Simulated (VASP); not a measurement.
# KF (R-3m) in VASP: notebook

The runs below take KF through single point, with r2SCAN.

Program: VASP 6.6.1. These are calculated values, not measurements. Logs are shortened: lines on timing, memory, paths and dates and some standing lists are left out, and cuts for length are marked.

**1. The cell of the first run**

Symmetry: R-3m, No. 166, trigonal system. The conventional cell has a = 3.991 Å, b = 3.991 Å, c = 8.310 Å, α = 90.00°, β = 90.00°, γ = 120.00°. K (site symmetry -3m) has 6 F at 2.69 Å within 3.5 Å. F (site symmetry -3m) has 6 K at 2.69 Å within 3.5 Å.

**2. Single point, r2SCAN**

POSCAR

```
KF
1.0
   -0.2822326238      2.5400936140      2.5400936140
    2.5400936140     -0.2822326238      2.5400936140
    2.5400936140      2.5400936140     -0.2822326238
K F
1 1
Direct
    0.0000000000      0.0000000000      0.0000000000
    0.5000000000      0.5000000000      0.5000000000
```

INCAR.step1

```
PREC = Accurate
ENCUT = 520
ISMEAR = 0
SIGMA = 0.05
LREAL = F
LASPH = T
NELM = 100
NBANDS = 15
GGA = PE
ALGO = Normal
EDIFF = 1E-4
LWAVE = T
LCHARG = F
```

INCAR.step2

```
PREC = Accurate
ENCUT = 520
EDIFF = 1E-6
ISMEAR = 0
SIGMA = 0.05
LREAL = F
LASPH = T
NELM = 100
ALGO = Normal
ISIF = 2
LWAVE = F
LCHARG = F
METAGGA = R2SCAN
LMIXTAU = T
NBANDS = 15
ISTART = 1
```

KPOINTS

```
Automatic mesh
0
Gamma
  8 8 8
```

Potentials or basis: VASP PAW PBE potentials, release 64 (K_sv, F).

Launch:

```bash
> cat potpaw_PBE.64/K_sv/POTCAR potpaw_PBE.64/F/POTCAR > POTCAR
> cp INCAR.step1 INCAR
> mpirun -np 1 vasp_std > vasp.out
> cp INCAR.step2 INCAR
> mpirun -np 1 vasp_std > vasp.out
```

OUTCAR:

```text
PREC = Accurate
   ENCUT = 520
   EDIFF = 1E-6
   ISMEAR = 0
   LREAL = F
   LASPH = T
   NELM = 100
   ISIF = 2
   METAGGA = R2SCAN
   ISTART = 1

 ion  position               nearest neighbor table
   1  0.000  0.000  0.000-   2 2.69   2 2.69   2 2.69   2 2.69   2 2.69   2 2.69
   2  0.500  0.500  0.500-   1 2.69   1 2.69   1 2.69   1 2.69   1 2.69   1 2.69

  LATTYP: Found a trigonal (rhomboedric) cell.
 ALAT       =     3.6033049260
 COS(alpha) =     0.3865030675

  Lattice vectors:

 A1 = (  -0.2822326238,   2.5400936140,   2.5400936140)
 A2 = (   2.5400936140,  -0.2822326238,   2.5400936140)
 A3 = (   2.5400936140,   2.5400936140,  -0.2822326238)

Analysis of symmetry for initial positions (statically):
=====================================================================
 Subroutine PRICEL returns:
 Original cell was already a primitive cell.

 Routine SETGRP: Setting up the symmetry group for a
 trigonal (rhombohedral) supercell.

 Subroutine GETGRP returns: Found 12 space group operations
 (whereof 12 operations were pure point group operations)
 out of a pool of 12 trial point group operations.

The static configuration has the point symmetry D_3d.

Analysis of symmetry for dynamics (positions and initial velocities):
=====================================================================
 Subroutine PRICEL returns:
 Original cell was already a primitive cell.

 Routine SETGRP: Setting up the symmetry group for a
 trigonal (rhombohedral) supercell.

 Subroutine GETGRP returns: Found 12 space group operations
 (whereof 12 operations were pure point group operations)
 out of a pool of 12 trial point group operations.

The dynamic configuration has the point symmetry D_3d.

 Subroutine INISYM returns: Found 12 space group operations
 (whereof 12 operations are pure point group operations),
 and found     1 'primitive' translations

----------------------------------------------------------------------------------------

                                     Primitive cell

  volume of cell :      38.2182

  direct lattice vectors                    reciprocal lattice vectors
    -0.282232624  2.540093614  2.540093614    -0.166737718  0.187579932  0.187579932
     2.540093614 -0.282232624  2.540093614     0.187579932 -0.166737718  0.187579932
     2.540093614  2.540093614 -0.282232624     0.187579932  0.187579932 -0.166737718

  length of vectors
     3.603304926  3.603304926  3.603304926     0.313327191  0.313327191  0.313327191

  position of ions in fractional coordinates (direct lattice)
     0.000000000  0.000000000  0.000000000
     0.500000000  0.500000000  0.500000000

  ion indices of the primitive-cell ions
   primitive index   ion index
                 1           1
                 2           2

----------------------------------------------------------------------------------------

 KPOINTS: Automatic mesh

Automatic generation of k-mesh.
 Grid dimensions read from file:
 generate k-points for:    8    8    8

 Generating k-lattice:

  Cartesian coordinates                     Fractional coordinates (reciprocal lattice)
    -0.020842215  0.023447492  0.023447492     0.125000000 -0.000000000 -0.000000000
     0.023447492 -0.020842215  0.023447492    -0.000000000  0.125000000 -0.000000000
     0.023447492  0.023447492 -0.020842215    -0.000000000 -0.000000000  0.125000000

  Length of vectors
     0.039165899  0.039165899  0.039165899

  Shift w.r.t. Gamma in fractional coordinates (k-lattice)
     0.000000000  0.000000000  0.000000000

 Subroutine IBZKPT returns following result:
 ===========================================

 Found     65 irreducible k-points:

 Following reciprocal coordinates:
            Coordinates               Weight
  0.000000  0.000000  0.000000      1.000000
  0.125000  0.000000  0.000000      6.000000
  0.250000  0.000000  0.000000      6.000000
  0.375000  0.000000  0.000000      6.000000
  0.500000  0.000000  0.000000      3.000000
  0.125000  0.125000  0.000000      6.000000
[... 16 lines left out ...]
  0.250000  0.125000  0.125000      6.000000
  0.375000  0.125000  0.125000      6.000000
 [... further k-points ...]
   k-points           NKPTS =     65   k-points in BZ     NKDIM =     65   number of bands    NBANDS=     15
   number of dos      NEDOS =    301   number of ions     NIONS =      2
   total plane-waves  NPLWV =  21952
   dimension x,y,z NGX =    28 NGY =   28 NGZ =   28
   dimension x,y,z NGXF=    56 NGYF=   56 NGZF=   56
   ions per type =               1   1
   NGX,Y,Z   is equivalent  to a cutoff of  12.92, 12.92, 12.92 a.u.
   NGXF,Y,Z  is equivalent  to a cutoff of  25.84, 25.84, 25.84 a.u.
 SYSTEM =  unknown system
   PREC   = accura    normal or accurate (medium, high low for compatibility)
   ISTART =      1    job   : 0-new  1-cont  2-samecut
   ICHARG =      0    charge: 1-file 2-atom 10-const
   ISPIN  =      1    spin polarized calculation?
   LNONCOLLINEAR =      F non collinear calculations
   LSORBIT =      F    spin-orbit coupling
   LASPH  =      T    aspherical Exc in radial PAW
   ENCUT  =  520.0 eV  38.22 Ry    6.18 a.u.   6.70  6.70  6.70*2*pi/ulx,y,z
   NELM   =    100;   NELMIN=  2; NELMDL=  0     # of ELM steps
   EDIFF  = 0.1E-05   stopping-criterion for ELM
   LREAL  =      F    real-space projection
   EDIFFG = 0.1E-04   stopping-criterion for IOM
   NSW    =      0    number of steps for IOM
   IBRION =     -1    ionic relax: 0-MD 1-quasi-New 2-CG
   NFREE  =      0    steps in history (QN), initial steepest desc. (CG)
   ISIF   =      2    stress and relaxation
   ISYM   =      2    0-nonsym 1-usesym 2-fastsym
   POTIM  = 0.5000    time-step for ionic-motion
   TEBEG  =    0.0;   TEEND  =   0.0 temperature during run
   PSTRESS=    0.0 pullay stress
   NELECT =      16.0000    total number of electrons
   NUPDOWN=      -1.0000    fix difference up-down
   EMIN   =  10.00;   EMAX   =-10.00  energy-range for DOS
   EFERMI =   0.00;   METHOD = LEGACY
   ISMEAR =     0;   SIGMA  =   0.05  broadening in eV -4-tet -1-fermi 0-gaus
   EFERMI_NEDOS =   21; number of points for ismear=-14 and -15
   IALGO  =     38    algorithm
   IMIX   =      4    mixing-type and parameters
     AMIX     =   0.40;   BMIX     =  1.00
     AMIX_MAG =   1.60;   BMIX_MAG =  1.00
  volume/ion in A,a.u.               =      19.11       128.95
  Fermi-wavevector in a.u.,A,eV,Ry     =   1.224686  2.314320 20.406766  1.499855
  Thomas-Fermi vector in A             =   2.359751
   LORBIT       =      0    0 simple, 1 ext, 2 COOP (PROOUT), +10 PAW based schemes
   METAGGA = R2SCAN    functional components
   LHFCALC =     F    Hartree Fock is set to
   AEXX    =    0.0000 exact exchange contribution
   IVDW    =     0    specifies the selected vdW correction
   LEPSILON=     F    determine dielectric tensor
   LRPA    =     F    only Hartree local field effects (RPA)
 non-spin polarized calculation
 Gauss-broadening in eV      SIGMA  =   0.05
  energy-cutoff  :      520.00
  volume of cell :       38.22
 maximum number of plane-waves:      1046
   NGX = 13   NGY = 13   NGZ = 13

 number of electron      16.0000000 magnetization

 Free energy of the ion-electron system (eV)
  ---------------------------------------------------
  ext. energy  EPLUGINS =         0.00000000
  ---------------------------------------------------
  free energy    TOTEN  =       -14.93197097 eV

  energy without entropy =      -14.93197097  energy(sigma->0) =      -14.93197097

 E-fermi :  -2.8937     XC(G=0):  -8.9000

 val. band max:       -3.2028126936   @ k =   0.0000   0.0000   0.0000
 cond. band min:       3.4702094811   @ k =   0.0000   0.0000   0.0000
 fundamental gap:      6.6730221746
 Fermi energy:        -2.8936907147

 k-point     1 :       0.0000    0.0000    0.0000
  band No.  band energies     occupation
      1     -30.5770      2.00000
      2     -23.0912      2.00000
      3     -13.0586      2.00000
      4     -13.0586      2.00000
      5     -13.0252      2.00000
      6      -3.3188      2.00000
      7      -3.3188      2.00000
      8      -3.2028      2.00000
      9       3.4702      0.00000
     10       7.4252      0.00000
     11       7.4252      0.00000
     12       9.3746      0.00000
     13      10.1055      0.00000
     14      10.1055      0.00000
     15      14.0025      0.00000

 k-point     2 :       0.1250    0.0000    0.0000
  band No.  band energies     occupation
      1     -30.5647      2.00000
      2     -23.1028      2.00000
      3     -13.0940      2.00000
      4     -13.0555      2.00000
      5     -13.0360      2.00000
      6      -3.4393      2.00000
      7      -3.3681      2.00000
      8      -3.2495      2.00000
      9       3.8704      0.00000
     10       7.3861      0.00000
     11       7.5909      0.00000
     12       9.4215      0.00000
     13      10.2203      0.00000
     14      10.2424      0.00000
     15      14.6669      0.00000

 k-point     3 :       0.2500    0.0000    0.0000
  band No.  band energies     occupation
      1     -30.5348      2.00000
      2     -23.1311      2.00000
      3     -13.2017      2.00000
      4     -13.0480      2.00000
      5     -13.0378      2.00000
      6      -3.7234      2.00000
      7      -3.4854      2.00000
      8      -3.3346      2.00000
      9       4.8712      0.00000
     10       7.2930      0.00000
     11       8.0138      0.00000
     12       9.7596      0.00000
     13      10.5690      0.00000
     14      10.6751      0.00000
     15      15.5325      0.00000
[... 343 lines left out ...]
 k-point    23 :       0.2500    0.1250    0.1250
  band No.  band energies     occupation
      1     -30.5359      2.00000
      2     -23.1086      2.00000
      3     -13.1861      2.00000
      4     -13.1042      2.00000
      5     -13.0511      2.00000
      6      -3.6257      2.00000
      7      -3.5032      2.00000
      8      -3.3044      2.00000
      9       4.6828      0.00000
     10       7.4762      0.00000
     11       7.9766      0.00000
     12       9.0917      0.00000
     13      10.2288      0.00000
     14      10.2948      0.00000
     15      16.1730      0.00000

 k-point    24 :       0.3750    0.1250    0.1250
  band No.  band energies     occupation
      1     -30.5063      2.00000
      2     -23.1328      2.00000
      3     -13.2962      2.00000
      4     -13.1264      2.00000
      5     -13.0438      2.00000
      6      -3.8709      2.00000
      7      -3.6138      2.00000
      8      -3.3224      2.00000
      9       5.7104      0.00000
     10       7.1092      0.00000
     11       8.4354      0.00000
     12       9.8446      0.00000
     13      10.5260      0.00000
     14      10.9697      0.00000
     15      15.5600      0.00000

 [... further k-points ...]
[... 5 lines left out ...]
  --------------------------------------------------------------------------------------
  -------------------------------------------------------------------------------------
  Total       -0.2574070     -0.2574070     -0.2574070      0.2161250      0.2161250      0.2161250
  in kB      -10.7909659    -10.7909659    -10.7909659      9.0603523      9.0603523      9.0603523
  external PRESSURE =     -10.7909659 kB  Pullay stress =       0.0000000 kB

 VOLUME and BASIS-vectors are now :
 -----------------------------------------------------------------------------
  energy-cutoff  :      520.00
  volume of cell :       38.22
      direct lattice vectors                 reciprocal lattice vectors
    -0.282232624  2.540093614  2.540093614    -0.166737718  0.187579932  0.187579932
     2.540093614 -0.282232624  2.540093614     0.187579932 -0.166737718  0.187579932
     2.540093614  2.540093614 -0.282232624     0.187579932  0.187579932 -0.166737718

 POSITION                                       TOTAL-FORCE (eV/Angst)
 -----------------------------------------------------------------------------------
      0.00000      0.00000      0.00000         0.000000     -0.000000      0.000000
      2.39898      2.39898      2.39898        -0.000000      0.000000     -0.000000
 -----------------------------------------------------------------------------------
    total drift:                                0.000000      0.000000      0.000000

  FREE ENERGIE OF THE ION-ELECTRON SYSTEM (eV)
  ---------------------------------------------------
  free  energy   TOTEN  =       -14.9319709712 eV

  energy  without entropy=      -14.9319709712  energy(sigma->0) =      -14.93197097
```

It took 65 s on 1 thread of Intel Xeon 6975P-C (Granite Rapids), shared host; peak memory 0.17 GiB.

What came out:

* Free energy: -14.9320 eV
* Pressure: -1.1 GPa
* Band gap on the k mesh: 6.67 eV, direct

Caveat: the PAW data sets were made with another functional, which shifts forces and pressure a little.

**3. Single point, r2SCAN**

This run uses another cell than the first one, of the same volume but with other edges.

POSCAR

```
KF
1.0
    0.3354479764      2.8513077996      2.8513077996
    2.8513077996      0.3354479764      2.8513077996
    2.8513077996      2.8513077996      0.3354479764
K F
1 1
Direct
    0.0000000000      0.0000000000      0.0000000000
    0.5000000000      0.5000000000      0.5000000000
```

INCAR.step1 is that of step 2.

INCAR.step2 is that of step 2.

KPOINTS is that of step 2.

Potentials or basis: VASP PAW PBE potentials, release 64 (K_sv, F).

Launch:

```bash
> cat potpaw_PBE.64/K_sv/POTCAR potpaw_PBE.64/F/POTCAR > POTCAR
> cp INCAR.step1 INCAR
> mpirun -np 1 vasp_std > vasp.out
> cp INCAR.step2 INCAR
> mpirun -np 1 vasp_std > vasp.out
```

Wall time 86 s (1 thread of Intel Xeon 6975P-C (Granite Rapids), shared host); peak memory 0.18 GiB.

It converged, with:

* Free energy: -14.8855 eV
* Pressure: -1.2 GPa
* Band gap on the k mesh: 6.57 eV, direct

Stress tensor (GPa, compression positive):
```
-1.21 -2.27 -2.27
-2.27 -1.21 -2.27
-2.27 -2.27 -1.21
```

Levels at points of the mesh, in eV from the valence-band top:
```csv
k point,band 4,band 5,band 6,band 7,band 8,band 9,band 10,band 11,band 12,band 13
"(0.00, 0.00, 0.00)",-9.93,-9.93,-0.22,0.00,0.00,6.57,10.23,11.61,11.61,13.34
"(0.50, 0.00, 0.00)",-10.04,-9.93,-0.89,-0.62,-0.31,9.41,11.29,12.10,13.51,14.42
"(0.50, 0.50, 0.00)",-10.12,-10.11,-0.39,-0.22,-0.08,8.50,10.80,12.36,14.04,14.36
"(0.50, 0.50, 0.50)",-9.93,-9.93,-0.88,-0.19,-0.19,8.84,10.65,12.34,12.34,14.89
```

Caveat: the PAW data sets were made with another functional, which shifts forces and pressure a little.
